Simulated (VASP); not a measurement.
## Mg: single point with PBE

Crystal: Mg.

```xyz
1
Lattice="-1.7145 1.7145 1.7978 1.7145 -1.7145 1.7978 1.7145 1.7145 -1.7978" Properties=species:S:1:pos:R:3 pbc="T T T"
Mg    0.0000    0.0000    0.0000
```

This cell differs from its parent crystal: volume 21.138 Å^3 an atom, c/a of the conventional cell 1.0486.

| Quantity | Value |
| --- | --- |
| Program | VASP 6.6.1 |
| Task | single point |
| Functional | PBE |
| Potentials or basis | VASP PAW PBE potentials, release 64 (Mg) |
| Cutoff | 520 eV |
| k mesh | 20 × 20 × 20 |
| Occupations | gaussian, width 0.15 eV |
| Spin | no spin polarisation |

```yaml
Pressure: 3.3 GPa
Band_gap_on_the_k_mesh: zero (band 1 reaches 6.45 eV, above the bottom of band 2 at 2.09 eV)
```

Stress tensor (GPa, compression positive):
```
3.33 0.00 0.00
0.00 3.33 0.00
0.00 0.00 3.16
```

Levels at points of the mesh, in eV from the Fermi level:
| k point | band 1 | band 2 | band 3 | band 4 |
| --- | --- | --- | --- | --- |
| (0.00, 0.00, 0.00) | -7.34 | 13.26 | 13.26 | 14.23 |
| (0.50, 0.00, 0.00) | -1.71 | -1.03 | 9.20 | 10.26 |
| (0.50, 0.50, 0.00) | -1.48 | -0.70 | 8.35 | 9.43 |
| (0.50, 0.50, 0.50) | 3.33 | 3.69 | 4.25 | 4.48 |

Wall time 16 s on 1 thread of Intel(R) Xeon(R) 6975P-C (Granite Rapids), on a shared host, peak memory 0.22 GiB.
